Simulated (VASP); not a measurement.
Here is a VASP 6.6.1 calculation.

The input INCAR:

```
PREC = Accurate
ENCUT = 520
EDIFF = 1E-7
ISMEAR = 0
SIGMA = 0.15
LREAL = False
LASPH = True
NELM = 60
ALGO = Fast
ISIF = 2
LWAVE = False
LCHARG = False
GGA = PE
IVDW = 12
NBANDS = 10
```

Contents of KPOINTS:

```
Automatic mesh
0
Gamma
  22 22 22
```

File POSCAR:

```
Br
1.0
   -1.4453500000      1.4453500000      3.2121000000
    1.4453500000     -1.4453500000      3.2121000000
    1.4453500000      1.4453500000     -3.2121000000
Br
1
Direct
    0.0000000000      0.0000000000      0.0000000000
```

Potentials or basis: VASP PAW PBE potentials, release 64 (Br).

The run is started by

```sh
$ cat potpaw_PBE.64/Br/POTCAR > POTCAR
$ mpirun -np 1 vasp_std > vasp.out
```

(1) Estimate the band gap on the k mesh.

(2) Predict the dispersion energy per atom.

(3) What does it give for the pressure?

## Answers

(1) zero (an odd number of electrons rules out a gap without spin polarisation).

(2) -0.275 eV.

(3) -0.7 GPa.

Caveat: the stress differs along the axes, from -3 to 3 GPa; an odd number of electrons without spin polarisation forces a metal; a magnetic or distorted state may lie lower.
